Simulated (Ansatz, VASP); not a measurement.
One calculation of BN, two programs

Contents of INCAR:

```
SYSTEM = BN
PREC = Accurate ; ENCUT = 600
EDIFF = 1E-6 ; ISMEAR = 0
SIGMA = 0.05 ; LREAL = .False.
LASPH = .True. ; NELM = 120
ALGO = Normal ; ISIF = 2
LWAVE = .False. ; LCHARG = .True.
LELF = .True. ; LVHAR = .True.
NBANDS = 11 ; GGA_COMPAT = .False.
```

KPOINTS

```
regular mesh
0
Gamma
  12 12 12
  0 0 0
```

The input POSCAR:

```
BN
1.0
    1.2010769119      0.6934420784      3.5078517794
   -1.2010769119      0.6934420784      3.5078517794
    0.0000000000     -1.3868841568      3.5078517794
B N
1 1
Direct
    0.9996712000      0.9996712000      0.9996712000
    0.3327618000      0.3327618000      0.3327618000
```

Input for Ansatz:

```yaml
crystal:
  lattice:
    - [1.2010769119, 0.6934420784, 3.5078517794]
    - [-1.2010769119, 0.6934420784, 3.5078517794]
    - [0.0, -1.3868841568, 3.5078517794]
  atoms:
    - { symbol: B, position: [0.9996712, 0.9996712, 0.9996712] }
    - { symbol: "N", position: [0.3327618, 0.3327618, 0.3327618] }
basis:
  ecutwfc: 420
kpoints:
  mp_grid: { grid: [12, 12, 12] }
hamiltonian:
  xc: lda
scf:
  occupations: { method: gaussian, width: 0.05 }
output:
  forces: true
  stress: true
  eigenvalues: true
```

Change from the starting cell: strain -0.040 along x and y, +0.040 along z, atoms carried along.

Alike in both runs: task single point; functional LDA; k mesh 12 × 12 × 12; occupations gaussian, width 0.05 eV; no spin polarisation.

|  | VASP | Ansatz |
| --- | --- | --- |
| version | VASP 6.6.1 | Ansatz 0.2.0 |
| potentials or method | VASP PAW LDA potentials, release 64 (B, N), cutoff 600 eV | scalar-relativistic, plane waves, PAW |
| valence electrons in the cell | 8 | 8 |

```tsv
	VASP	Ansatz	Ansatz less VASP
gap on the k mesh at the Fermi level (eV)	4.37	4.39	+0.019
least direct gap on the mesh (eV)	4.84	4.85	+0.012
pressure (GPa)	28.8	28.5	-0.31
traceless stress, the component that is largest in VASP (GPa)	-30.45	-29.86	+0.583
rms of the force components (eV/Å)	0.010	0.010	-0.0001
```

LDA's correlation is that of Perdew and Zunger in VASP and of Perdew and Wang (1992) in Ansatz. Atom by atom the forces differ by 0.000 eV/Å (rms over components). Both programs put the cell under a high pressure, so it lies far from rest at this level.
